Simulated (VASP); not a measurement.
# Si16H4F in VASP: single point with PBE

Aim: the single point of Si16H4F with PBE.

Everything below comes from runs of VASP 6.6.1. Logs are shortened: lines on timing, memory, paths and dates and some standing lists are left out, and cuts for length are marked.

### Step 1. The cell of the first run

The cell holds a slab with vacuum, 21 atoms: a = 7.679 Å, b = 7.679 Å, c = 17.419 Å, α = 90.00°, β = 90.00°, γ = 60.00°.

### Step 2. Single point, PBE, collinear spin

INCAR reads:

```
PREC = Accurate
ENCUT = 520
EDIFF = 1E-6
ISMEAR = -1
SIGMA = 0.02
LREAL = Auto
LASPH = True
NELM = 150
ALGO = Normal
ISIF = 2
LWAVE = False
LCHARG = False
ISPIN = 2
MAGMOM = 0 0 0 0 0 0 0 0 0 0 0 0 0 0 0 0 0 -0.23 0.23 0.23 0
LORBIT = 11
GGA = PE
NBANDS = 58
```

KPOINTS reads:

```
regular mesh
0
Gamma
  2 2 1
```

POSCAR reads:

```
Si16H4F
1.0
    7.6791800000      0.0000000000      0.0000000000
    3.8395900000      6.6503650000      0.0000000000
    0.0000000000      0.0000000000     17.4187650000
H Si F
4 16 1
Direct
    0.1666666792      0.1666666416      0.0574094088
    0.6666666792      0.1666666416      0.0574094088
    0.1666666416      0.6666667168      0.0574094088
    0.6666666416      0.6666667168      0.0574094088
    0.1666666792      0.1666666416      0.1435233784
    0.6666666792      0.1666666416      0.1435233784
    0.1666666416      0.6666667168      0.1435233784
    0.6666666416      0.6666667168      0.1435233784
   -0.1685253883      0.3355118103      0.1874727054
    0.3334422664      0.3344242008      0.1891456139
   -0.1673264364      0.8353675325      0.1859344219
    0.3306554733      0.8353165578      0.1878206635
   -0.1994424260      0.3906519417      0.3223358258
    0.3015918025      0.4011348249      0.3247077505
   -0.2040820061      0.8935619323      0.3190727930
    0.2997752544      0.8857294299      0.3227260371
   -0.0378975241      0.0589268409      0.3652915692
    0.4601984239      0.0629276739      0.3529383972
   -0.0344357804      0.5618960764      0.3590213198
    0.4720060569      0.5590296172      0.3714393070
    0.9529494395      1.0465957884      0.4588042838
```

Potentials or basis: VASP PAW PBE potentials, release 64 (H, Si, F).

Launch:

```console
cat potpaw_PBE.64/H/POTCAR potpaw_PBE.64/Si/POTCAR potpaw_PBE.64/F/POTCAR > POTCAR
mpirun -np 1 vasp_std > vasp.out
```

OUTCAR:

```text
PREC = Accurate
   ENCUT = 520
   EDIFF = 1E-6
   ISMEAR = -1
   LREAL = Auto
   LASPH = True
   NELM = 150
   ISIF = 2
   ISPIN = 2
   LORBIT = 11
   GGA = PE

 ion  position               nearest neighbor table
   1  0.167  0.167  0.057-   5 1.50
   2  0.667  0.167  0.057-   6 1.50
   3  0.167  0.667  0.057-   7 1.50
   4  0.667  0.667  0.057-   8 1.50
   5  0.167  0.167  0.144-   1 1.50  12 2.33   9 2.36  10 2.36
   6  0.667  0.167  0.144-   2 1.50  11 2.32   9 2.35  10 2.35
   7  0.167  0.667  0.144-   3 1.50  11 2.34  12 2.34  10 2.35
   8  0.667  0.667  0.144-   4 1.50   9 2.33  11 2.35  12 2.36
   9  0.831  0.336  0.187-   8 2.33   6 2.35   5 2.36  13 2.38
  10  0.333  0.334  0.189-   7 2.35   6 2.35   5 2.36  14 2.40
  11  0.833  0.835  0.186-   6 2.32   7 2.34   8 2.35  15 2.35
  12  0.331  0.835  0.188-   5 2.33   7 2.34   8 2.36  16 2.37
  13  0.801  0.391  0.322-  19 2.33  17 2.33  20 2.35   9 2.38
  14  0.302  0.401  0.325-  18 2.30  19 2.31  20 2.33  10 2.40
  15  0.796  0.894  0.319-  18 2.31  19 2.31  17 2.35  11 2.35
  16  0.300  0.886  0.323-  18 2.31  20 2.33  17 2.37  12 2.37
  17  0.962  0.059  0.365-  21 1.64  13 2.33  15 2.35  16 2.37
  18  0.460  0.063  0.353-  14 2.30  16 2.31  15 2.31
  19  0.966  0.562  0.359-  15 2.31  14 2.31  13 2.33
  20  0.472  0.559  0.371-  14 2.33  16 2.33  13 2.35
  21  0.953  0.047  0.459-  17 1.64

  LATTYP: Found a hexagonal cell.
 ALAT       =     7.6791800344
 C/A-ratio  =     2.2683105386

  Lattice vectors:

 A1 = (  -3.8395900000,  -6.6503650000,   0.0000000000)
 A2 = (   7.6791800000,   0.0000000000,   0.0000000000)
 A3 = (   0.0000000000,   0.0000000000,  17.4187650000)

Analysis of symmetry for initial positions (statically):
=====================================================================
 Subroutine PRICEL returns:
 Original cell was already a primitive cell.

 Routine SETGRP: Setting up the symmetry group for a
 hexagonal supercell.

 Subroutine GETGRP returns: Found  1 space group operations
 (whereof  1 operations were pure point group operations)
 out of a pool of 24 trial point group operations.

The static configuration has the point symmetry C_1 .

Analysis of symmetry for dynamics (positions and initial velocities):
=====================================================================
 Subroutine PRICEL returns:
 Original cell was already a primitive cell.

 Routine SETGRP: Setting up the symmetry group for a
 hexagonal supercell.

 Subroutine GETGRP returns: Found  1 space group operations
 (whereof  1 operations were pure point group operations)
 out of a pool of 24 trial point group operations.

The dynamic configuration has the point symmetry C_1 .

Analysis of structural, dynamic, and magnetic symmetry:
[... 175 lines left out ...]

 E-fermi :  -0.6718     XC(G=0):  -4.4045

 val. band max:       -0.7711546243   @ k =   0.0000   0.5000   0.0000
 cond. band min:      -0.5718772268   @ k =   0.0000   0.0000   0.0000
 fundamental gap:      0.1992773975
 Fermi energy:        -0.6717743646

 spin component 1

 k-point     1 :       0.0000    0.0000    0.0000
  band No.  band energies     occupation
      1     -25.6454      1.00000
      2     -12.4308      1.00000
      3     -11.2292      1.00000
      4     -10.3234      1.00000
      5     -10.2960      1.00000
      6     -10.0868      1.00000
[... 197 lines left out ...]
     48       2.7265      0.00000
     49       2.7726      0.00000
 Fermi energy:        -0.6717743646

 spin component 2

 k-point     1 :       0.0000    0.0000    0.0000
  band No.  band energies     occupation
      1     -25.6428      1.00000
      2     -12.3929      1.00000
      3     -11.1917      1.00000
      4     -10.2910      1.00000
      5     -10.2488      1.00000
      6     -10.0422      1.00000
[... 197 lines left out ...]
     48       2.6738      0.00000
     49       2.8159      0.00000
 [bands above 49 left out]

------------------------ aborting loop because EDIFF is reached ----------------------------------------

  FORCE on cell =-STRESS in cart. coord.  units (eV):
  Direction    XX          YY          ZZ          XY          YZ          ZX
  --------------------------------------------------------------------------------------
  -------------------------------------------------------------------------------------
  Total        6.1115195      7.1388997      0.7639138      0.3176168     -3.3649236      0.6607203
  in kB       11.0073328     12.8577261      1.3758695      0.5720530     -6.0604950      1.1900097
  external PRESSURE =       8.4136428 kB  Pullay stress =       0.0000000 kB

 VOLUME and BASIS-vectors are now :
 -----------------------------------------------------------------------------
  energy-cutoff  :      520.00
  volume of cell :      889.57
      direct lattice vectors                 reciprocal lattice vectors
     7.679180000  0.000000000  0.000000000     0.130222237 -0.075183843  0.000000000
     3.839590000  6.650365000  0.000000000     0.000000000  0.150367687  0.000000000
     0.000000000  0.000000000 17.418765000     0.000000000  0.000000000  0.057409351

 POSITION                                       TOTAL-FORCE (eV/Angst)
 -----------------------------------------------------------------------------------
      1.91979      1.10839      1.00000         0.022271      0.100235     -0.067127
      5.75938      1.10839      1.00000        -0.030671      0.136572     -0.092301
      3.83959      4.43358      1.00000         0.013813      0.042526     -0.073282
      7.67918      4.43358      1.00000        -0.037906      0.095024     -0.050791
      1.91979      1.10839      2.50000        -0.011907      0.145389      0.226416
      5.75938      1.10839      2.50000        -0.010157      0.147055     -0.048190
[... 13 lines left out ...]
      5.77106      3.71775      6.47001        -0.024024     -0.088124     -0.177572
      7.49678      0.30988      7.99180         0.118747     -0.050436      0.203136
 -----------------------------------------------------------------------------------
    total drift:                                0.001598     -0.005330     -0.005476

  FREE ENERGIE OF THE ION-ELECTRON SYSTEM (eV)
  ---------------------------------------------------
  free  energy   TOTEN  =      -100.4909280155 eV

  energy  without entropy=     -100.4905044980  energy(sigma->0) =     -100.49071626

 total charge

# of ion       s       p       d       tot
------------------------------------------
    1        0.557   0.014   0.000   0.570
    2        0.557   0.014   0.000   0.571
    3        0.557   0.014   0.000   0.570
    4        0.557   0.014   0.000   0.571
    5        0.738   0.969   0.000   1.708
    6        0.739   0.977   0.000   1.716
[... 13 lines left out ...]
   20        0.789   0.871   0.000   1.659
   21        1.746   4.372   0.000   6.118
--------------------------------------------------
tot         15.951  19.525   0.000  35.476

 magnetization (x)

# of ion       s       p       d       tot
------------------------------------------
    1        0.007   0.000   0.000   0.008
    2        0.009   0.000   0.000   0.009
    3       -0.002  -0.000   0.000  -0.003
    4        0.001   0.000   0.000   0.001
    5        0.005   0.014   0.000   0.019
    6        0.007   0.018   0.000   0.025
[... 13 lines left out ...]
   20        0.035   0.169   0.000   0.203
   21       -0.000   0.001   0.000   0.001
--------------------------------------------------
tot          0.082   0.283   0.000   0.365
```

OSZICAR:

```text
N       E                     dE             d eps       ncg     rms          rms(c)
DAV:   1     0.377429387856E+03    0.37743E+03   -0.24640E+04   928   0.951E+02
DAV:   2    -0.532833292167E+02   -0.43071E+03   -0.41183E+03  1230   0.182E+02
[... 23 lines left out ...]
DAV:  26    -0.100490883849E+03   -0.45768E-04   -0.26352E-06   920   0.486E-03    0.292E-03
DAV:  27    -0.100490912438E+03   -0.28589E-04   -0.48468E-06   948   0.404E-03    0.170E-03
DAV:  28    -0.100490924668E+03   -0.12230E-04   -0.82094E-07   904   0.186E-03    0.750E-04
DAV:  29    -0.100490926132E+03   -0.14639E-05   -0.16243E-07   856   0.923E-04    0.329E-04
DAV:  30    -0.100490927600E+03   -0.14680E-05   -0.10449E-07   814   0.707E-04    0.232E-04
DAV:  31    -0.100490928016E+03   -0.41598E-06   -0.26451E-08   800   0.385E-04
   1 F= -.10049093E+03 E0= -.10049072E+03  d E =-.423518E-03  mag=     1.0000
```

stdout:

```text
POSCAR found type information on POSCAR H SiF
 POSCAR found :  3 types and      21 ions
 scaLAPACK will be used
 LDA part: xc-table for (Slater+PW92), standard interpolation
 POSCAR, INCAR and KPOINTS ok, starting setup
 FFT: planning ... GRIDC
 FFT: planning ... GRID_SOFT
 FFT: planning ... GRID
 WAVECAR not read
 entering main loop
```

Run time: 18 min. Hardware: 1 thread of AMD EPYC 9R45 (Zen 5), shared host; peak memory 1.4 GiB.

What came out:

- Free energy: -100.4909 eV
- Largest force: 0.269 eV/Å
- Band gap on the k mesh: 0.20 eV (least direct gap 0.30 eV)
- Net moment: 1.00 μB per cell
- Site moments: H +0.01, -0.00, +0.00 (each value once); Si +0.02, +0.03, -0.03, -0.00, +0.00, +0.01, -0.01, -0.20, +0.22, +0.20 (each value once); F +0.00 μB
- Valence electrons inside the program's atomic spheres: H 0.57; Si 1.71, 1.72, 1.70, 1.68, 1.69, 1.64, 1.67, 1.66 (each value once); F 6.12

Forces in eV/Å, atoms in the order of the input:
```
H    0.022  0.100 -0.067
H   -0.031  0.137 -0.092
H    0.014  0.043 -0.073
H   -0.038  0.095 -0.051
Si  -0.012  0.145  0.226
Si  -0.010  0.147 -0.048
Si   0.017 -0.018  0.005
Si  -0.085  0.109  0.135
Si   0.001 -0.008 -0.014
Si   0.003  0.010 -0.028
Si   0.007  0.024 -0.010
Si  -0.001 -0.003 -0.022
Si   0.026 -0.101 -0.030
Si  -0.046 -0.108 -0.080
Si   0.032 -0.117 -0.044
Si  -0.006 -0.025 -0.026
Si   0.009 -0.075 -0.177
Si   0.027 -0.116  0.151
Si  -0.024 -0.101  0.221
Si  -0.024 -0.088 -0.178
F    0.119 -0.050  0.203
```

Levels at points of the mesh, in eV from the valence-band top:
Spin up:
```
           k point  band 36  band 37  band 38  band 39  band 40  band 41
(0.00, 0.00, 0.00)    -0.50    -0.47    -0.35     0.52     0.95     1.02
(0.50, 0.00, 0.00)    -1.18    -0.58    -0.23     0.65     1.43     1.73
(0.50, 0.50, 0.00)    -1.18    -0.53    -0.29     0.70     1.44     1.74
(0.00, 0.50, 0.00)    -1.09    -0.53    -0.22     0.74     1.61     1.64
```
Spin down:
| k point | band 35 | band 36 | band 37 | band 38 | band 39 | band 40 |
| --- | --- | --- | --- | --- | --- | --- |
| (0.00, 0.00, 0.00) | -0.45 | -0.45 | -0.34 | 0.20 | 0.49 | 0.97 |
| (0.50, 0.00, 0.00) | -1.23 | -1.13 | -0.18 | 0.32 | 0.62 | 1.51 |
| (0.50, 0.50, 0.00) | -1.25 | -1.12 | -0.09 | 0.27 | 0.63 | 1.50 |
| (0.00, 0.50, 0.00) | -1.14 | -1.10 | 0.00 | 0.30 | 0.67 | 1.56 |

Caveat: the k points lie up to 0.47 Å⁻¹ apart; there is no dipole correction, which matters where the two faces differ.
